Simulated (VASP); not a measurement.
# Cs2HfTe3 (P6/mmm) in VASP: single point with PBE

Aim: the single point of Cs2HfTe3 with PBE.

Program: VASP 6.6.1. These are calculated values, not measurements. Logs are shortened: lines on timing, memory, paths and dates and some standing lists are left out, and cuts for length are marked.

## Step 1: The cell of the first run

Symmetry: P6/mmm, No. 191, hexagonal system. Conventional cell: a = 7.568 Å, b = 7.568 Å, c = 4.442 Å, α = 90.00°, β = 90.00°, γ = 120.00°. Cs (site symmetry -6m2) has 6 Te at 3.12 Å within 4.1 Å. Within 5.7 Å of Hf (site symmetry 6/mmm) lie 6 Cs at 4.37 Å and 12 Te at 4.39 Å and 2 Hf at 4.44 Å. Te (site symmetry mmm) has 4 Cs at 3.12 Å and 4 Te at 3.78 Å within 4.1 Å.

## Step 2: Single point, PBE

INCAR reads:

```
SYSTEM = Cs2HfTe3
PREC     = Accurate       ! precision mode
ENCUT    = 520            ! plane-wave cutoff, eV
EDIFF    = 1E-6           ! SCF threshold, eV
ISMEAR   = 0              ! smearing method
SIGMA    = 0.1            ! smearing width, eV
LREAL    = .False.        ! projectors in reciprocal space
LASPH    = .True.         ! aspherical terms in the spheres
NELM     = 60             ! most SCF steps
ALGO     = Normal         ! electronic algorithm
ISIF     = 2              ! what is computed and relaxed
LWAVE    = .False.        ! write WAVECAR
LCHARG   = .False.        ! write CHGCAR
GGA      = PE             ! functional
NBANDS   = 32             ! bands
```

KPOINTS reads:

```
Automatic mesh
0
Gamma
  3 3 4
  0 0 0
```

POSCAR reads:

```
Cs2HfTe3
1.0
    7.5679707800      0.0000000000      0.0000000000
   -3.7839853900      6.5540549500      0.0000000000
    0.0000000000      0.0000000000      4.4417779600
Cs Hf Te
2 1 3
Direct
    0.6666666700      0.3333333300      0.5000000000
    0.3333333300      0.6666666700      0.5000000000
    0.0000000000      0.0000000000      0.5000000000
    0.0000000000      0.5000000000      0.0000000000
    0.5000000000      0.5000000000      0.0000000000
    0.5000000000      0.0000000000      0.0000000000
```

Potentials or basis: VASP PAW PBE potentials, release 64 (Cs_sv, Hf_pv, Te).

On the command line:

```bash
cat potpaw_PBE.64/Cs_sv/POTCAR potpaw_PBE.64/Hf_pv/POTCAR potpaw_PBE.64/Te/POTCAR > POTCAR
mpirun -np 1 vasp_std > vasp.out
```

OUTCAR:

```text
SYSTEM = Cs2HfTe3
   PREC = Accurate
   ENCUT = 520
   EDIFF = 1E-6
   ISMEAR = 0
   LREAL = .False.
   LASPH = .True.
   NELM = 60
   ISIF = 2
   GGA = PE

 ion  position               nearest neighbor table
   1  0.667  0.333  0.500-   6 3.12   6 3.12   4 3.12   4 3.12   5 3.12   5 3.12
   2  0.333  0.667  0.500-   6 3.12   6 3.12   4 3.12   4 3.12   5 3.12   5 3.12
   3  0.000  0.000  0.500-
   4  0.000  0.500  0.000-   1 3.12   2 3.12   1 3.12   2 3.12
   5  0.500  0.500  0.000-   1 3.12   2 3.12   1 3.12   2 3.12
   6  0.500  0.000  0.000-   1 3.12   2 3.12   1 3.12   2 3.12

  LATTYP: Found a hexagonal cell.
 ALAT       =     7.5679707800
 C/A-ratio  =     0.5869179585

  Lattice vectors:

 A1 = (   7.5679707800,   0.0000000000,   0.0000000000)
 A2 = (  -3.7839853900,   6.5540549500,   0.0000000000)
 A3 = (   0.0000000000,   0.0000000000,   4.4417779600)

Analysis of symmetry for initial positions (statically):
=====================================================================
 Subroutine PRICEL returns:
 Original cell was already a primitive cell.

 Routine SETGRP: Setting up the symmetry group for a
 hexagonal supercell.

 Subroutine GETGRP returns: Found 24 space group operations
 (whereof 24 operations were pure point group operations)
 out of a pool of 24 trial point group operations.

The static configuration has the point symmetry D_6h.

Analysis of symmetry for dynamics (positions and initial velocities):
=====================================================================
 Subroutine PRICEL returns:
 Original cell was already a primitive cell.

 Routine SETGRP: Setting up the symmetry group for a
 hexagonal supercell.

 Subroutine GETGRP returns: Found 24 space group operations
 (whereof 24 operations were pure point group operations)
 out of a pool of 24 trial point group operations.

The dynamic configuration has the point symmetry D_6h.

 Subroutine INISYM returns: Found 24 space group operations
 (whereof 24 operations are pure point group operations),
 and found     1 'primitive' translations

----------------------------------------------------------------------------------------

                                     Primitive cell

  volume of cell :     220.3162

  direct lattice vectors                    reciprocal lattice vectors
     7.567970780  0.000000000  0.000000000     0.132135817  0.076288649  0.000000000
    -3.783985390  6.554054950  0.000000000     0.000000000  0.152577299  0.000000000
     0.000000000  0.000000000  4.441777960     0.000000000  0.000000000  0.225135072

  length of vectors
[... 78 lines left out ...]
   IBRION =     -1    ionic relax: 0-MD 1-quasi-New 2-CG
   NFREE  =      0    steps in history (QN), initial steepest desc. (CG)
   ISIF   =      2    stress and relaxation
   ISYM   =      2    0-nonsym 1-usesym 2-fastsym
   POTIM  = 0.5000    time-step for ionic-motion
   TEBEG  =    0.0;   TEEND  =   0.0 temperature during run
   PSTRESS=    0.0 pullay stress
   NELECT =      46.0000    total number of electrons
   NUPDOWN=      -1.0000    fix difference up-down
   EMIN   =  10.00;   EMAX   =-10.00  energy-range for DOS
   EFERMI =   0.00;   METHOD = LEGACY
   ISMEAR =     0;   SIGMA  =   0.10  broadening in eV -4-tet -1-fermi 0-gaus
   EFERMI_NEDOS =   21; number of points for ismear=-14 and -15
   IALGO  =     38    algorithm
   IMIX   =      4    mixing-type and parameters
     AMIX     =   0.40;   BMIX     =  1.00
     AMIX_MAG =   1.60;   BMIX_MAG =  1.00
  volume/ion in A,a.u.               =      36.72       247.79
  Fermi-wavevector in a.u.,A,eV,Ry     =   0.971207  1.835316 12.833611  0.943244
  Thomas-Fermi vector in A             =   2.101406
   LORBIT       =      0    0 simple, 1 ext, 2 COOP (PROOUT), +10 PAW based schemes
   GGA     = PE    functional components
   LHFCALC =     F    Hartree Fock is set to
   AEXX    =    0.0000 exact exchange contribution
   IVDW    =     0    specifies the selected vdW correction
   LEPSILON=     F    determine dielectric tensor
   LRPA    =     F    only Hartree local field effects (RPA)
 non-spin polarized calculation
 Gauss-broadening in eV      SIGMA  =   0.10
  energy-cutoff  :      520.00
  volume of cell :      220.32
 maximum number of plane-waves:      5988
   NGX = 29   NGY = 29   NGZ = 17

 number of electron      45.9999995 magnetization

 Free energy of the ion-electron system (eV)
  ---------------------------------------------------
  ext. energy  EPLUGINS =         0.00000000
  ---------------------------------------------------
  free energy    TOTEN  =       -12.86165454 eV

  energy without entropy =      -12.80225528  energy(sigma->0) =      -12.83195491

 E-fermi :   3.5585     XC(G=0):  -8.9587

 val. band max:        3.5194114380   @ k =   0.3333  -0.0000   0.0000
 cond. band min:       3.5765096101   @ k =   0.3333  -0.0000   0.2500
 fundamental gap:      0.0570981720
 Fermi energy:         3.5584973164

 k-point     1 :       0.0000    0.0000    0.0000
  band No.  band energies     occupation
      1     -29.7274      2.00000
      2     -29.7274      2.00000
      3     -29.6542      2.00000
      4     -17.1859      2.00000
      5     -17.0531      2.00000
      6      -7.4087      2.00000
[... 304 lines left out ...]
     31       6.6329      0.00000
     32       6.6329      0.00000

------------------------ aborting loop because EDIFF is reached ----------------------------------------

  FORCE on cell =-STRESS in cart. coord.  units (eV):
  Direction    XX          YY          ZZ          XY          YZ          ZX
  --------------------------------------------------------------------------------------
  -------------------------------------------------------------------------------------
  Total        8.3075527      8.3075527     26.0059103      0.0000000     -0.0000000      0.0000000
  in kB       60.4139618     60.4139618    189.1194834      0.0000000     -0.0000000      0.0000000
  external PRESSURE =     103.3158023 kB  Pullay stress =       0.0000000 kB

 VOLUME and BASIS-vectors are now :
 -----------------------------------------------------------------------------
  energy-cutoff  :      520.00
  volume of cell :      220.32
      direct lattice vectors                 reciprocal lattice vectors
     7.567970780  0.000000000  0.000000000     0.132135817  0.076288649  0.000000000
    -3.783985390  6.554054950  0.000000000     0.000000000  0.152577299  0.000000000
     0.000000000  0.000000000  4.441777960     0.000000000  0.000000000  0.225135072

 POSITION                                       TOTAL-FORCE (eV/Angst)
 -----------------------------------------------------------------------------------
      3.78399      2.18468      2.22089         0.000000      0.000000      0.000000
     -0.00000      4.36937      2.22089        -0.000000      0.000000     -0.000000
      0.00000      0.00000      2.22089         0.000000      0.000000      0.000000
     -1.89199      3.27703      0.00000         0.000000      0.000000      0.000000
      1.89199      3.27703      0.00000         0.000000      0.000000      0.000000
      3.78399      0.00000      0.00000         0.000000      0.000000      0.000000
 -----------------------------------------------------------------------------------
    total drift:                               -0.000000      0.000000     -0.000000

  FREE ENERGIE OF THE ION-ELECTRON SYSTEM (eV)
  ---------------------------------------------------
  free  energy   TOTEN  =       -12.8616545408 eV

  energy  without entropy=      -12.8022552786  energy(sigma->0) =      -12.83195491
```

OSZICAR:

```text
N       E                     dE             d eps       ncg     rms          rms(c)
DAV:   1     0.271594930693E+03    0.27159E+03   -0.19218E+04   584   0.120E+03
DAV:   2     0.537969692449E+01   -0.26622E+03   -0.24991E+03   776   0.227E+02
DAV:   3    -0.209700855281E+02   -0.26350E+02   -0.26005E+02   752   0.648E+01
[... 17 lines left out ...]
DAV:  21    -0.128617077616E+02    0.27661E-03   -0.57144E-04   632   0.593E-02    0.664E-02
DAV:  22    -0.128616560033E+02    0.51758E-04   -0.77637E-05   608   0.264E-02    0.236E-02
DAV:  23    -0.128616707298E+02   -0.14727E-04   -0.17087E-05   688   0.123E-02    0.301E-02
DAV:  24    -0.128616549616E+02    0.15768E-04   -0.21353E-05   584   0.121E-02    0.887E-03
DAV:  25    -0.128616545408E+02    0.42072E-06   -0.12532E-06   496   0.382E-03
   1 F= -.12861655E+02 E0= -.12831955E+02  d E =-.593993E-01
```

stdout:

```text
POSCAR found type information on POSCAR CsHfTe
 POSCAR found :  3 types and       6 ions
 scaLAPACK will be used
 LDA part: xc-table for (Slater+PW92), standard interpolation
 POSCAR, INCAR and KPOINTS ok, starting setup
 FFT: planning ... GRIDC
 FFT: planning ... GRID_SOFT
 FFT: planning ... GRID
 WAVECAR not read
 entering main loop
```

Run time: 2.9 min. Hardware: 1 thread of Intel Xeon Platinum 8259CL at 2.50GHz (Skylake/Cascade Lake), shared host; peak memory 0.35 GiB.

Results:

```yaml
Free_energy: -12.8617 eV
Pressure: 10.3 GPa
Band_gap_on_the_k_mesh: zero (band 23 reaches 3.83 eV, above the bottom of band 24 at 3.31 eV)
```

Stress tensor (GPa, compression positive):
```
 6.04  0.00  0.00
 0.00  6.04  0.00
 0.00  0.00 18.91
```

Caveat: spin-orbit coupling is left out, which moves the levels of the heavy elements.
